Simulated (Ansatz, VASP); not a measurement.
## Two plane-wave programs on CdSe

```
CELL_PARAMETERS angstrom
4.34072 0.00000 0.00000
-2.17036 3.75918 0.00000
0.00000 0.00000 7.07665
ATOMIC_POSITIONS crystal
Cd 0.33333 0.66667 0.99952
Cd 0.66667 0.33333 0.49952
Se 0.33333 0.66667 0.37548
Se 0.66667 0.33333 0.87548
```

Alike in both runs: task single point; functional LDA; k mesh 12 × 12 × 4; no spin polarisation.

|  | VASP | Ansatz |
| --- | --- | --- |
| version | VASP 6.6.1 | Ansatz 0.2.0 |
| potentials or method | VASP PAW LDA potentials, release 64 (Cd, Se) | plane waves, PAW |
| plane-wave cutoff (eV) | 520 | 420 |
| occupations | gaussian, width 0.01 eV | fixed |
| valence electrons in the cell | 36 | 72 |

```tsv
	VASP	Ansatz	Ansatz less VASP
gap on the k mesh at the Fermi level (eV)	0.36	0.33	-0.030
pressure (GPa)	-2.7	-3.1	-0.38
traceless stress, the component that is largest in VASP (GPa)	0.05	0.05	0.000
```

LDA's correlation is that of Perdew and Zunger in VASP and of Perdew and Wang (1992) in Ansatz. VASP's potentials hold 36 valence electrons a cell and Ansatz's 72, so a difference there can come from the potentials and not from the codes.
